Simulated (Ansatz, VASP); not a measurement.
**One calculation of C, two programs**

INCAR

```
SYSTEM = C
PREC = Accurate
ENCUT = 520
EDIFF = 1E-6
ISMEAR = 0
SIGMA = 0.05
LREAL = .FALSE.
LASPH = .TRUE.
NELM = 100
ALGO = Fast
ISIF = 2
LWAVE = .FALSE.
LCHARG = .FALSE.
NBANDS = 11
```

Contents of KPOINTS:

```
Automatic mesh
0
G
  14 14 14
  0 0 0
```

The input POSCAR:

```
C
1.0
    0.0000000000      2.1270000000      3.3480000000
    1.2280000000      0.0000000000      3.3480000000
    1.2280000000      2.1270000000      0.0000000000
C
2
Direct
    0.1666700000      0.8333300000      0.1666700000
    0.8333300000      0.1666700000      0.8333300000
```

Input for Ansatz:

```yaml
crystal:
  lattice:
    - [0.0, 2.127, 3.348]
    - [1.228, 0.0, 3.348]
    - [1.228, 2.127, 0.0]
  atoms:
    - { symbol: C, position: [0.16667, 0.83333, 0.16667] }
    - { symbol: C, position: [0.83333, 0.16667, 0.83333] }
basis:
  ecutwfc: 420
kpoints:
  mp_grid: { grid: [14, 14, 14] }
hamiltonian:
  xc: lda
scf:
  occupations: { method: gaussian, width: 0.05 }
output:
  forces: true
  stress: true
  eigenvalues: true
```

Alike in both runs: task single point; functional LDA; k mesh 14 × 14 × 14; occupations gaussian, width 0.05 eV; no spin polarisation.

```csv
,VASP,Ansatz
version,VASP 6.6.1,Ansatz 0.2.0
potentials or method,"VASP PAW LDA potentials, release 64 (C), cutoff 520 eV","scalar-relativistic, plane waves, PAW"
valence electrons in the cell,8,8
```

Ansatz gave:

| Item | Value |
| --- | --- |
| gap on the k mesh at the Fermi level (eV) | 0.33 |
| least direct gap on the mesh (eV) | 0.41 |
| pressure (GPa) | -3.8 |
| traceless stress, the component that is largest in VASP (GPa) | 4.06 |
| rms of the force components (eV/Å) | 0.020 |

What did VASP give for the same quantities?

gap on the k mesh at the Fermi level (eV): 0.32; least direct gap on the mesh (eV): 0.41; pressure (GPa): -3.0; traceless stress, the component that is largest in VASP (GPa): 3.15; rms of the force components (eV/Å): 0.020.

LDA's correlation is that of Perdew and Zunger in VASP and of Perdew and Wang (1992) in Ansatz. Atom by atom the forces differ by 0.000 eV/Å (rms over components).
